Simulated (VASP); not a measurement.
Crystal: Pd.

```
CELL_PARAMETERS angstrom
2.53000 0.00000 0.00000
0.00000 2.53000 0.00000
0.00000 0.00000 2.53000
ATOMIC_POSITIONS crystal
Pd 0.00000 0.00000 0.00000
```

| Property | Result |
| --- | --- |
| Program | VASP 6.6.1 |
| Task | relaxation of cell and atoms |
| Functional | PBEsol |
| Potentials or basis | VASP PAW PBE potentials, release 64 (Pd) |
| Cutoff | 600 eV |
| k mesh | 9 × 9 × 9 |
| Occupations | gaussian, width 0.1 eV |
| Spin | no spin polarisation |

At the start: pressure 6.2 GPa; volume 16.19 Å³/atom.

Problem. Where does the relaxation end?

Solution. Over 3 steps the energy falls by 11.5 meV/atom and the volume is 16.83 Å³/atom (+3.9 %); space group Pm-3m (No. 221, to 0.05 Å).

Step by step:
```csv
step,energy change (eV),largest force (eV/Å),pressure (GPa),volume (Å³)
1,0.0000,0.0000,6.23,16.19
2,0.0080,0.0000,-6.58,17.72
3,-0.0115,0.0000,-0.08,16.83
```

Final structure:
```xyz
1
Lattice="2.5624 0.0000 0.0000 0.0000 2.5624 0.0000 0.0000 0.0000 2.5624" Properties=species:S:1:pos:R:3 pbc="T T T"
Pd    0.0000    0.0000    0.0000
```

Caveat: the PAW data sets were made with another functional, which shifts forces and pressure a little.
